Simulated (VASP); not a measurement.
# SnO (Cmce) in VASP: settings compared

SnO is run at these levels: PBE, LDA, PBEsol; tasks: single point.

Program: VASP 6.6.1. These are calculated values, not measurements. Logs are shortened: lines on timing, memory, paths and dates and some standing lists are left out, and cuts for length are marked.

**1. The cell of the first run**

The structure is orthorhombic, space group Cmce (No. 64). The conventional cell has a = 5.474 Å, b = 5.476 Å, c = 10.222 Å, α = 90.00°, β = 90.00°, γ = 90.00°. Within 3.0 Å of Sn (site symmetry m) lie 4 O at 2.25 to 2.26 Å. Within 3.0 Å of O (site symmetry 2) lie 4 Sn at 2.25 to 2.26 Å and 4 O at 2.74 Å.

**2. Single point, PBE**

The input, INCAR:

```
PREC = Accurate
ENCUT = 520
EDIFF = 1E-7
ISMEAR = 0
SIGMA = 0.02
LREAL = False
LASPH = True
NELM = 100
ALGO = Normal
ISIF = 2
LWAVE = False
LCHARG = False
GGA = PE
NBANDS = 50
```

The input, KPOINTS:

```
regular mesh
0
Gamma
  10 10 4
```

The input, POSCAR:

```
SnO
1.0
    2.7369120000     -2.7377960000      0.0000000000
    2.7369120000      2.7377960000      0.0000000000
    0.0000000000      0.0000000000     10.2219600000
Sn O
4 4
Direct
    0.7365470000      0.2634530000      0.8638580000
    0.2634530000      0.7365470000      0.1361420000
    0.7634530000      0.2365470000      0.3638580000
    0.2365470000      0.7634530000      0.6361420000
    0.2619440000      0.2380560000      0.2500000000
    0.7380560000      0.7619440000      0.7500000000
    0.2380560000      0.2619440000      0.7500000000
    0.7619440000      0.7380560000      0.2500000000
```

Potentials or basis: VASP PAW PBE potentials, release 64 (Sn_d, O).

On the command line:

```console
cat potpaw_PBE.64/Sn_d/POTCAR potpaw_PBE.64/O/POTCAR > POTCAR
mpirun -np 1 vasp_std > vasp.out
```

OUTCAR:

```text
PREC = Accurate
   ENCUT = 520
   EDIFF = 1E-7
   ISMEAR = 0
   LREAL = False
   LASPH = True
   NELM = 100
   ISIF = 2
   GGA = PE

 ion  position               nearest neighbor table
   1  0.737  0.263  0.864-   6 2.25   7 2.25   7 2.26   6 2.26   4 3.59   4 3.59   4 3.59   4 3.59

   2  0.263  0.737  0.136-   5 2.25   8 2.25   5 2.26   8 2.26   3 3.59   3 3.59   3 3.59   3 3.59

   3  0.763  0.237  0.364-   5 2.25   8 2.25   8 2.26   5 2.26   2 3.59   2 3.59   2 3.59   2 3.59

   4  0.237  0.763  0.636-   6 2.25   7 2.25   6 2.26   7 2.26   1 3.59   1 3.59   1 3.59   1 3.59

   5  0.262  0.238  0.250-   2 2.25   3 2.25   3 2.26   2 2.26
   6  0.738  0.762  0.750-   1 2.25   4 2.25   1 2.26   4 2.26
   7  0.238  0.262  0.750-   1 2.25   4 2.25   4 2.26   1 2.26
   8  0.762  0.738  0.250-   2 2.25   3 2.25   2 2.26   3 2.26

  LATTYP: Found a base centered orthorhombic cell.
 ALAT       =     5.4738240000
 B/A-ratio  =     1.0003229918
 C/A-ratio  =     1.8674257704

  Lattice vectors:

 A1 = (   2.7369120000,  -2.7377960000,   0.0000000000)
 A2 = (   2.7369120000,   2.7377960000,   0.0000000000)
 A3 = (   0.0000000000,   0.0000000000,  10.2219600000)

Analysis of symmetry for initial positions (statically):
=====================================================================
 Subroutine PRICEL returns:
 Original cell was already a primitive cell.

 Routine SETGRP: Setting up the symmetry group for a
 base centered orthorhombic supercell.

 Subroutine GETGRP returns: Found  8 space group operations
 (whereof  4 operations were pure point group operations)
 out of a pool of  8 trial point group operations.

The static configuration has the point symmetry C_2h.
 The point group associated with its full space group is D_2h.

Analysis of symmetry for dynamics (positions and initial velocities):
=====================================================================
 Subroutine PRICEL returns:
 Original cell was already a primitive cell.

 Routine SETGRP: Setting up the symmetry group for a
 base centered orthorhombic supercell.

 Subroutine GETGRP returns: Found  8 space group operations
 (whereof  4 operations were pure point group operations)
 out of a pool of  8 trial point group operations.

The dynamic configuration has the point symmetry C_2h.
 The point group associated with its full space group is D_2h.

 Subroutine INISYM returns: Found  8 space group operations
 (whereof  4 operations are pure point group operations),
 and found     1 'primitive' translations

----------------------------------------------------------------------------------------

                                     Primitive cell

  volume of cell :     153.1885

  direct lattice vectors                    reciprocal lattice vectors
     2.736912000 -2.737796000  0.000000000     0.182687642 -0.182628655  0.000000000
     2.736912000  2.737796000  0.000000000     0.182687642  0.182628655  0.000000000
     0.000000000  0.000000000 10.221960000     0.000000000  0.000000000  0.097828596

  length of vectors
     3.871203202  3.871203202 10.221960000     0.258317634  0.258317634  0.097828596

  position of ions in fractional coordinates (direct lattice)
     0.736547000  0.263453000  0.863858000
     0.263453000  0.736547000  0.136142000
     0.763453000  0.236547000  0.363858000
     0.236547000  0.763453000  0.636142000
     0.261944000  0.238056000  0.250000000
     0.738056000  0.761944000  0.750000000
     0.238056000  0.261944000  0.750000000
     0.761944000  0.738056000  0.250000000

  ion indices of the primitive-cell ions
   primitive index   ion index
                 1           1
                 2           2
                 3           3
                 4           4
                 5           5
                 6           6
                 7           7
                 8           8

----------------------------------------------------------------------------------------

 KPOINTS: regular mesh

Automatic generation of k-mesh.
 Grid dimensions read from file:
 generate k-points for:   10   10    4

 Generating k-lattice:

  Cartesian coordinates                     Fractional coordinates (reciprocal lattice)
     0.018268764 -0.018262865  0.000000000     0.100000000  0.000000000  0.000000000
     0.018268764  0.018262865  0.000000000     0.000000000  0.100000000  0.000000000
     0.000000000  0.000000000  0.024457149     0.000000000  0.000000000  0.250000000

  Length of vectors
     0.025831763  0.025831763  0.024457149

  Shift w.r.t. Gamma in fractional coordinates (k-lattice)
     0.000000000  0.000000000  0.000000000

 Subroutine IBZKPT returns following result:
 ===========================================

 Found     93 irreducible k-points:

 Following reciprocal coordinates:
            Coordinates               Weight
  0.000000  0.000000  0.000000      1.000000
  0.100000 -0.000000  0.000000      4.000000
  0.200000 -0.000000  0.000000      4.000000
  0.300000 -0.000000  0.000000      4.000000
  0.400000  0.000000  0.000000      4.000000
  0.500000  0.000000  0.000000      2.000000
[... 16 lines left out ...]
  0.300000  0.300000  0.000000      2.000000
  0.400000  0.300000  0.000000      4.000000
 [... further k-points ...]
   k-points           NKPTS =     93   k-points in BZ     NKDIM =     93   number of bands    NBANDS=     50
   number of dos      NEDOS =    301   number of ions     NIONS =      8
   total plane-waves  NPLWV =  72000
   dimension x,y,z NGX =    30 NGY =   30 NGZ =   80
   dimension x,y,z NGXF=    60 NGYF=   60 NGZF=  160
   ions per type =               4   4
   NGX,Y,Z   is equivalent  to a cutoff of  12.88, 12.88, 13.01 a.u.
   NGXF,Y,Z  is equivalent  to a cutoff of  25.77, 25.77, 26.02 a.u.
 SYSTEM =  unknown system
   PREC   = accura    normal or accurate (medium, high low for compatibility)
   ISTART =      0    job   : 0-new  1-cont  2-samecut
   ICHARG =      2    charge: 1-file 2-atom 10-const
   ISPIN  =      1    spin polarized calculation?
   LNONCOLLINEAR =      F non collinear calculations
   LSORBIT =      F    spin-orbit coupling
   LASPH  =      T    aspherical Exc in radial PAW
   ENCUT  =  520.0 eV  38.22 Ry    6.18 a.u.   7.20  7.20 19.01*2*pi/ulx,y,z
   NELM   =    100;   NELMIN=  2; NELMDL= -5     # of ELM steps
   EDIFF  = 0.1E-06   stopping-criterion for ELM
   LREAL  =      F    real-space projection
   EDIFFG = 0.1E-05   stopping-criterion for IOM
   NSW    =      0    number of steps for IOM
   IBRION =     -1    ionic relax: 0-MD 1-quasi-New 2-CG
   NFREE  =      0    steps in history (QN), initial steepest desc. (CG)
   ISIF   =      2    stress and relaxation
   ISYM   =      2    0-nonsym 1-usesym 2-fastsym
   POTIM  = 0.5000    time-step for ionic-motion
   TEBEG  =    0.0;   TEEND  =   0.0 temperature during run
   PSTRESS=    0.0 pullay stress
   NELECT =      80.0000    total number of electrons
   NUPDOWN=      -1.0000    fix difference up-down
   EMIN   =  10.00;   EMAX   =-10.00  energy-range for DOS
   EFERMI =   0.00;   METHOD = LEGACY
   ISMEAR =     0;   SIGMA  =   0.02  broadening in eV -4-tet -1-fermi 0-gaus
   EFERMI_NEDOS =   21; number of points for ismear=-14 and -15
   IALGO  =     38    algorithm
   IMIX   =      4    mixing-type and parameters
     AMIX     =   0.40;   BMIX     =  1.00
     AMIX_MAG =   1.60;   BMIX_MAG =  1.00
  volume/ion in A,a.u.               =      19.15       129.22
  Fermi-wavevector in a.u.,A,eV,Ry     =   1.318346  2.491313 23.647424  1.738037
  Thomas-Fermi vector in A             =   2.448323
   LORBIT       =      0    0 simple, 1 ext, 2 COOP (PROOUT), +10 PAW based schemes
   GGA     = PE    functional components
   LHFCALC =     F    Hartree Fock is set to
   AEXX    =    0.0000 exact exchange contribution
   IVDW    =     0    specifies the selected vdW correction
   LEPSILON=     F    determine dielectric tensor
   LRPA    =     F    only Hartree local field effects (RPA)
 non-spin polarized calculation
 Gauss-broadening in eV      SIGMA  =   0.02
  energy-cutoff  :      520.00
  volume of cell :      153.19
 maximum number of plane-waves:      4172
 NGX is ok and might be reduce to    30
   NGX = 15   NGY = 15   NGZ = 39

 number of electron      80.0000000 magnetization

 Free energy of the ion-electron system (eV)
  ---------------------------------------------------
  ext. energy  EPLUGINS =         0.00000000
  ---------------------------------------------------
  free energy    TOTEN  =       -45.44505362 eV

  energy without entropy =      -45.44505362  energy(sigma->0) =      -45.44505362

 E-fermi :   6.1775     XC(G=0):  -9.7647

 val. band max:        6.0177476197   @ k =   0.0000   0.0000   0.0000
 cond. band min:       6.5601776753   @ k =   0.5000   0.5000   0.0000
 fundamental gap:      0.5424300556
 Fermi energy:         6.1775201291

 k-point     1 :       0.0000    0.0000    0.0000
  band No.  band energies     occupation
      1     -15.7008      2.00000
      2     -15.6925      2.00000
      3     -15.3566      2.00000
      4     -15.3482      2.00000
      5     -15.3413      2.00000
      6     -15.3405      2.00000
[... 42 lines left out ...]
     49      11.4660      0.00000
     50      11.4959      0.00000

 k-point     2 :       0.1000   -0.0000    0.0000
  band No.  band energies     occupation
      1     -15.6958      2.00000
      2     -15.6883      2.00000
      3     -15.3555      2.00000
      4     -15.3469      2.00000
      5     -15.3401      2.00000
      6     -15.3392      2.00000
[... 42 lines left out ...]
     49      11.2042      0.00000
     50      11.5453      0.00000

 k-point     3 :       0.2000   -0.0000    0.0000
  band No.  band energies     occupation
      1     -15.6814      2.00000
      2     -15.6763      2.00000
      3     -15.3870      2.00000
      4     -15.3724      2.00000
      5     -15.3377      2.00000
      6     -15.3354      2.00000
[... 42 lines left out ...]
     49      11.3286      0.00000
     50      11.7250      0.00000

 k-point     4 :       0.3000   -0.0000    0.0000
  band No.  band energies     occupation
      1     -15.6589      2.00000
      2     -15.6569      2.00000
      3     -15.4609      2.00000
      4     -15.4465      2.00000
      5     -15.3395      2.00000
      6     -15.3321      2.00000
[... 999 lines left out ...]
 k-point    23 :       0.3000    0.3000    0.0000
  band No.  band energies     occupation
      1     -15.6485      2.00000
      2     -15.6406      2.00000
      3     -15.5390      2.00000
      4     -15.5346      2.00000
      5     -15.3314      2.00000
      6     -15.3276      2.00000
[... 42 lines left out ...]
     49      11.3320      0.00000
     50      12.4289      0.00000

 k-point    24 :       0.4000    0.3000    0.0000
  band No.  band energies     occupation
      1     -15.6378      2.00000
      2     -15.6274      2.00000
      3     -15.5832      2.00000
      4     -15.5744      2.00000
      5     -15.3292      2.00000
      6     -15.3243      2.00000
[... 42 lines left out ...]
     49      11.5971      0.00000
     50      12.4906      0.00000

 [... further k-points ...]

------------------------ aborting loop because EDIFF is reached ----------------------------------------

  FORCE on cell =-STRESS in cart. coord.  units (eV):
  Direction    XX          YY          ZZ          XY          YZ          ZX
  --------------------------------------------------------------------------------------
  -------------------------------------------------------------------------------------
  Total       -0.1788027     -0.1739710     -0.2507791      0.0000000     -0.0000000      0.0000000
  in kB       -1.8700731     -1.8195392     -2.6228640      0.0000000     -0.0000000      0.0000000
  external PRESSURE =      -2.1041588 kB  Pullay stress =       0.0000000 kB

 VOLUME and BASIS-vectors are now :
 -----------------------------------------------------------------------------
  energy-cutoff  :      520.00
  volume of cell :      153.19
      direct lattice vectors                 reciprocal lattice vectors
     2.736912000 -2.737796000  0.000000000     0.182687642 -0.182628655  0.000000000
     2.736912000  2.737796000  0.000000000     0.182687642  0.182628655  0.000000000
     0.000000000  0.000000000 10.221960000     0.000000000  0.000000000  0.097828596

 POSITION                                       TOTAL-FORCE (eV/Angst)
 -----------------------------------------------------------------------------------
      2.73691     -1.29523      8.83032         0.000000     -0.049144     -0.006963
      2.73691      1.29523      1.39164         0.000000      0.049144      0.006963
      2.73691     -1.44256      3.71934         0.000000      0.049144     -0.006963
      2.73691      1.44256      6.50262         0.000000     -0.049144      0.006963
      1.36846     -0.06540      2.55549         0.000000     -0.001266      0.000000
      4.10537      0.06540      7.66647         0.000000      0.001266      0.000000
      1.36846      0.06540      7.66647         0.000000      0.001266      0.000000
      4.10537     -0.06540      2.55549         0.000000     -0.001266      0.000000
 -----------------------------------------------------------------------------------
    total drift:                                0.000000     -0.000000      0.000000

  FREE ENERGIE OF THE ION-ELECTRON SYSTEM (eV)
  ---------------------------------------------------
  free  energy   TOTEN  =       -45.4450536221 eV

  energy  without entropy=      -45.4450536221  energy(sigma->0) =      -45.44505362
```

Run time: 7.4 min. Hardware: 1 thread of Intel Xeon 6975P-C (Granite Rapids), shared host; peak memory 0.6 GiB.

Results:

| Item | Value |
| --- | --- |
| Free energy | -45.4451 eV |
| Pressure | -0.2 GPa |
| Largest force | 0.050 eV/Å |
| Band gap on the k mesh | 0.54 eV |

Forces in eV/Å, atoms in the order of the input:
```
Sn   0.000 -0.049 -0.007
Sn   0.000  0.049  0.007
Sn   0.000  0.049 -0.007
Sn   0.000 -0.049  0.007
O    0.000 -0.001  0.000
O    0.000  0.001  0.000
O    0.000  0.001  0.000
O    0.000 -0.001  0.000
```

Stress tensor (GPa, compression positive):
```
-0.19  0.00  0.00
 0.00 -0.18  0.00
 0.00  0.00 -0.26
```

Caveat: spin-orbit coupling is left out, which moves the levels of the heavy elements.

**3. Single point, LDA**

The input, INCAR:

```
ALGO = Normal
EDIFF = 1E-6
ENCUT = 520
GGA = CA
ISIF = 2
ISMEAR = 0
LASPH = True
LCHARG = True
LELF = True
LREAL = False
LVHAR = True
LWAVE = False
NBANDS = 50
NELM = 100
PREC = Accurate
SIGMA = 0.02
```

The input, KPOINTS:

```
k-points
0
Gamma
  10 10 4
```

POSCAR is that of step 2.

Potentials or basis: VASP PAW LDA potentials, release 64 (Sn_d, O).

On the command line:

```console
cat potpaw_LDA.64/Sn_d/POTCAR potpaw_LDA.64/O/POTCAR > POTCAR
mpirun -np 1 vasp_std > vasp.out
```

Run time: 12 min. Hardware: 1 thread of Intel Xeon 6975P-C, shared host; peak memory 0.57 GiB.

Results (log left out):

```yaml
Free_energy: -51.1384 eV
Pressure: -6.3 GPa
Largest_force: 0.588 eV/Å
Band_gap_on_the_k_mesh: 0.56 eV
```

Forces in eV/Å, atoms in the order of the input:
```
Sn   0.000 -0.039 -0.587
Sn   0.000  0.039  0.587
Sn   0.000  0.039 -0.587
Sn   0.000 -0.039  0.587
O    0.000  0.001  0.000
O    0.000 -0.001  0.000
O    0.000 -0.001  0.000
O    0.000  0.001  0.000
```

Stress tensor (GPa, compression positive):
```
-6.75  0.00  0.00
 0.00 -6.75  0.00
 0.00  0.00 -5.43
```

Levels at points of the mesh, in eV from the valence-band top:
| k point | band 36 | band 37 | band 38 | band 39 | band 40 | band 41 | band 42 | band 43 | band 44 | band 45 |
| --- | --- | --- | --- | --- | --- | --- | --- | --- | --- | --- |
| (0.00, 0.00, 0.00) | -2.81 | -2.80 | -2.79 | -1.86 | -0.01 | 1.58 | 1.85 | 3.32 | 3.32 | 3.74 |
| (0.50, 0.00, 0.00) | -4.38 | -2.27 | -2.27 | -1.46 | -1.46 | 2.42 | 2.42 | 2.97 | 2.97 | 5.51 |
| (0.50, 0.50, 0.00) | -2.15 | -2.14 | -2.14 | -1.73 | -1.70 | 0.56 | 0.58 | 2.67 | 2.68 | 3.59 |
| (0.00, 0.00, 0.50) | -2.80 | -2.80 | -2.80 | -0.66 | -0.66 | 1.58 | 1.58 | 3.81 | 3.81 | 3.82 |
| (0.50, 0.00, 0.50) | -4.38 | -1.94 | -1.94 | -1.75 | -1.75 | 2.60 | 2.60 | 2.77 | 2.77 | 5.60 |
| (0.50, 0.50, 0.50) | -2.14 | -2.04 | -2.04 | -2.01 | -2.01 | 1.29 | 1.29 | 1.31 | 1.31 | 4.92 |

Caveat: spin-orbit coupling is left out, which moves the levels of the heavy elements.

[end of part 1 of 2]
